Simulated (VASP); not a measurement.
# AlN (P6_3mc) in VASP: single point with r2SCAN

Aim: the single point of AlN with r2SCAN.

Everything below comes from runs of VASP 6.6.1. Logs are shortened: lines on timing, memory, paths and dates and some standing lists are left out, and cuts for length are marked.

**1. The cell of the first run**

Symmetry: P6_3mc, No. 186, hexagonal system. Conventional cell: a = 3.112 Å, b = 3.112 Å, c = 4.982 Å, α = 90.00°, β = 90.00°, γ = 120.00°. Within 2.5 Å of Al (site symmetry 3m) lie 4 N at 1.89 to 1.90 Å. N (site symmetry 3m) has 4 Al at 1.89 to 1.90 Å within 2.5 Å.

**2. Single point, r2SCAN**

POSCAR reads:

```
AlN
1.0
    3.1120000000      0.0000000000      0.0000000000
   -1.5560000000      2.6950710000      0.0000000000
    0.0000000000      0.0000000000      4.9820000000
Al N
2 2
Direct
    0.3333330000      0.6666670000      0.0000000000
    0.6666670000      0.3333330000      0.5000000000
    0.3333330000      0.6666670000      0.3820000000
    0.6666670000      0.3333330000      0.8820000000
```

INCAR.step1 reads:

```
ALGO = Normal
EDIFF = 1E-5
ENCUT = 660
GGA = PE
GGA_COMPAT = F
ISMEAR = 0
LASPH = T
LCHARG = F
LREAL = F
LWAVE = T
NBANDS = 16
NELM = 120
PREC = Accurate
SIGMA = 0.01
```

INCAR.step2 reads:

```
ALGO = Normal
EDIFF = 1E-6
ENCUT = 660
GGA_COMPAT = F
ISIF = 2
ISMEAR = 0
ISTART = 1
LASPH = T
LCHARG = F
LMIXTAU = T
LREAL = F
LWAVE = F
METAGGA = R2SCAN
NBANDS = 16
NELM = 120
PREC = Accurate
SIGMA = 0.01
```

KPOINTS reads:

```
k-points
0
Gamma
  3 3 2
```

Potentials or basis: VASP PAW PBE potentials, release 64 (Al, N).

On the command line:

```console
cat potpaw_PBE.64/Al/POTCAR potpaw_PBE.64/N/POTCAR > POTCAR
cp INCAR.step1 INCAR
mpirun -np 1 vasp_std > vasp.out
cp INCAR.step2 INCAR
mpirun -np 1 vasp_std > vasp.out
```

OUTCAR:

```text
EDIFF = 1E-6
   ENCUT = 660
   ISIF = 2
   ISMEAR = 0
   ISTART = 1
   LASPH = T
   LREAL = F
   METAGGA = R2SCAN
   NELM = 120
   PREC = Accurate

 ion  position               nearest neighbor table
   1  0.333  0.667  0.000-   4 1.89   4 1.89   4 1.89   3 1.90   2 3.07   2 3.07   2 3.07   2 3.07
                             2 3.07   2 3.07
   2  0.667  0.333  0.500-   3 1.89   3 1.89   3 1.89   4 1.90   1 3.07   1 3.07   1 3.07   1 3.07
                             1 3.07   1 3.07
   3  0.333  0.667  0.382-   2 1.89   2 1.89   2 1.89   1 1.90
   4  0.667  0.333  0.882-   1 1.89   1 1.89   1 1.89   2 1.90

  LATTYP: Found a hexagonal cell.
 ALAT       =     3.1120000000
 C/A-ratio  =     1.6008997429

  Lattice vectors:

 A1 = (   3.1120000000,   0.0000000000,   0.0000000000)
 A2 = (  -1.5560000000,   2.6950710000,   0.0000000000)
 A3 = (   0.0000000000,   0.0000000000,   4.9820000000)

Analysis of symmetry for initial positions (statically):
=====================================================================
 Subroutine PRICEL returns:
 Original cell was already a primitive cell.

 Routine SETGRP: Setting up the symmetry group for a
 hexagonal supercell.

 Subroutine GETGRP returns: Found 12 space group operations
 (whereof  6 operations were pure point group operations)
 out of a pool of 24 trial point group operations.

The static configuration has the point symmetry C_3v.
 The point group associated with its full space group is C_6v.

Analysis of symmetry for dynamics (positions and initial velocities):
=====================================================================
 Subroutine PRICEL returns:
 Original cell was already a primitive cell.

 Routine SETGRP: Setting up the symmetry group for a
 hexagonal supercell.

 Subroutine GETGRP returns: Found 12 space group operations
 (whereof  6 operations were pure point group operations)
 out of a pool of 24 trial point group operations.

The dynamic configuration has the point symmetry C_3v.
 The point group associated with its full space group is C_6v.

 Subroutine INISYM returns: Found 12 space group operations
 (whereof  6 operations are pure point group operations),
 and found     1 'primitive' translations

----------------------------------------------------------------------------------------

                                     Primitive cell
[... 76 lines left out ...]
   EDIFF  = 0.1E-05   stopping-criterion for ELM
   LREAL  =      F    real-space projection
   EDIFFG = 0.1E-04   stopping-criterion for IOM
   NSW    =      0    number of steps for IOM
   IBRION =     -1    ionic relax: 0-MD 1-quasi-New 2-CG
   NFREE  =      0    steps in history (QN), initial steepest desc. (CG)
   ISIF   =      2    stress and relaxation
   ISYM   =      2    0-nonsym 1-usesym 2-fastsym
   POTIM  = 0.5000    time-step for ionic-motion
   TEBEG  =    0.0;   TEEND  =   0.0 temperature during run
   PSTRESS=    0.0 pullay stress
   NELECT =      16.0000    total number of electrons
   NUPDOWN=      -1.0000    fix difference up-down
   EMIN   =  10.00;   EMAX   =-10.00  energy-range for DOS
   EFERMI =   0.00;   METHOD = LEGACY
   ISMEAR =     0;   SIGMA  =   0.01  broadening in eV -4-tet -1-fermi 0-gaus
   EFERMI_NEDOS =   21; number of points for ismear=-14 and -15
   IALGO  =     38    algorithm
   IMIX   =      4    mixing-type and parameters
     AMIX     =   0.40;   BMIX     =  1.00
     AMIX_MAG =   1.60;   BMIX_MAG =  1.00
  volume/ion in A,a.u.               =      10.45        70.49
  Fermi-wavevector in a.u.,A,eV,Ry     =   1.188804  2.246514 19.228506  1.413255
  Thomas-Fermi vector in A             =   2.324926
   LORBIT       =      0    0 simple, 1 ext, 2 COOP (PROOUT), +10 PAW based schemes
   METAGGA = R2SCAN    functional components
   LHFCALC =     F    Hartree Fock is set to
   AEXX    =    0.0000 exact exchange contribution
   IVDW    =     0    specifies the selected vdW correction
   LEPSILON=     F    determine dielectric tensor
   LRPA    =     F    only Hartree local field effects (RPA)
 non-spin polarized calculation
 Gauss-broadening in eV      SIGMA  =   0.01
  energy-cutoff  :      660.00
  volume of cell :       41.78
 maximum number of plane-waves:      1641
 NGX is ok and might be reduce to    28
   NGX = 13   NGY = 13   NGZ = 21

 number of electron      16.0000001 magnetization

 Free energy of the ion-electron system (eV)
  ---------------------------------------------------
  ext. energy  EPLUGINS =         0.00000000
  ---------------------------------------------------
  free energy    TOTEN  =       -38.28601775 eV

  energy without entropy =      -38.28601775  energy(sigma->0) =      -38.28601775

 E-fermi :   5.9891     XC(G=0): -11.3855

 val. band max:        5.9412997771   @ k =   0.0000   0.0000   0.0000
 cond. band min:      10.7908740780   @ k =   0.0000   0.0000   0.0000
 fundamental gap:      4.8495743009
 Fermi energy:         5.9890755663

 k-point     1 :       0.0000    0.0000    0.0000
  band No.  band energies     occupation
      1     -10.0368      2.00000
      2      -7.9135      2.00000
      3      -0.1437      2.00000
      4       5.0342      2.00000
      5       5.0343      2.00000
      6       5.7002      2.00000
[... 91 lines left out ...]
      3       1.0482      2.00000
      4       1.0482      2.00000
      5       2.0052      2.00000
      6       2.0052      2.00000
[... 8 lines left out ...]
     15      20.6227      0.00000
     16      20.6227      0.00000

------------------------ aborting loop because EDIFF is reached ----------------------------------------

  FORCE on cell =-STRESS in cart. coord.  units (eV):
  Direction    XX          YY          ZZ          XY          YZ          ZX
  --------------------------------------------------------------------------------------
  -------------------------------------------------------------------------------------
  Total       -0.1674867     -0.1674867     -0.5790764      0.0000000      0.0000000     -0.0000000
  in kB       -6.4221065     -6.4221062    -22.2040883      0.0000000      0.0000000     -0.0000000
  external PRESSURE =     -11.6827670 kB  Pullay stress =       0.0000000 kB

 VOLUME and BASIS-vectors are now :
 -----------------------------------------------------------------------------
  energy-cutoff  :      660.00
  volume of cell :       41.78
      direct lattice vectors                 reciprocal lattice vectors
     3.112000000  0.000000000  0.000000000     0.321336761  0.185523869  0.000000000
    -1.556000000  2.695071000  0.000000000     0.000000000  0.371047739  0.000000000
     0.000000000  0.000000000  4.982000000     0.000000000  0.000000000  0.200722601

 POSITION                                       TOTAL-FORCE (eV/Angst)
 -----------------------------------------------------------------------------------
     -0.00000      1.79671      0.00000        -0.000000      0.000000     -0.049810
      1.55600      0.89836      2.49100         0.000000      0.000000     -0.049810
     -0.00000      1.79671      1.90312         0.000000     -0.000000      0.049810
      1.55600      0.89836      4.39412        -0.000000      0.000000      0.049810
 -----------------------------------------------------------------------------------
    total drift:                               -0.000856      0.000494      0.005744

  FREE ENERGIE OF THE ION-ELECTRON SYSTEM (eV)
  ---------------------------------------------------
  free  energy   TOTEN  =       -38.2860177461 eV

  energy  without entropy=      -38.2860177461  energy(sigma->0) =      -38.28601775
```

OSZICAR.step1:

```text
N       E                     dE             d eps       ncg     rms          rms(c)
DAV:   1     0.507816570910E+02    0.50782E+02   -0.84176E+03   192   0.109E+03
DAV:   2    -0.301527997322E+02   -0.80934E+02   -0.74042E+02   280   0.223E+02
DAV:   3    -0.344365842581E+02   -0.42838E+01   -0.42659E+01   248   0.561E+01
DAV:   4    -0.344653493878E+02   -0.28765E-01   -0.28763E-01   232   0.488E+00
DAV:   5    -0.344657114245E+02   -0.36204E-03   -0.36204E-03   224   0.565E-01    0.123E+01
DAV:   6    -0.295765583181E+02    0.48892E+01   -0.10768E+01   240   0.261E+01    0.415E+00
DAV:   7    -0.296055449259E+02   -0.28987E-01   -0.79923E-01   216   0.637E+00    0.297E+00
DAV:   8    -0.295999540989E+02    0.55908E-02   -0.65806E-02   192   0.262E+00    0.593E-01
DAV:   9    -0.295944108628E+02    0.55432E-02   -0.12584E-02   232   0.884E-01    0.255E-01
DAV:  10    -0.295951763566E+02   -0.76549E-03   -0.32711E-03   224   0.374E-01    0.165E-01
DAV:  11    -0.295949969166E+02    0.17944E-03   -0.41422E-04   224   0.167E-01    0.352E-02
DAV:  12    -0.295950024321E+02   -0.55155E-05   -0.25015E-05   216   0.382E-02
   1 F= -.29595002E+02 E0= -.29595002E+02  d E =-.676440E-24
```

Run time: 36 s. Hardware: 1 thread of Intel Xeon 8259CL, shared host; peak memory 0.18 GiB.

Results:

| Item | Value |
| --- | --- |
| Free energy | -38.2860 eV |
| Pressure | -1.2 GPa |
| Largest force | 0.050 eV/Å |
| Band gap on the k mesh | 4.85 eV |

Forces on the atoms (eV/Å):
```
Al   0.000  0.000 -0.050
Al   0.000  0.000 -0.050
N    0.000  0.000  0.050
N    0.000  0.000  0.050
```

Caveat: the k points lie up to 0.78 Å⁻¹ apart; the PAW data sets were made with another functional, which shifts forces and pressure a little.
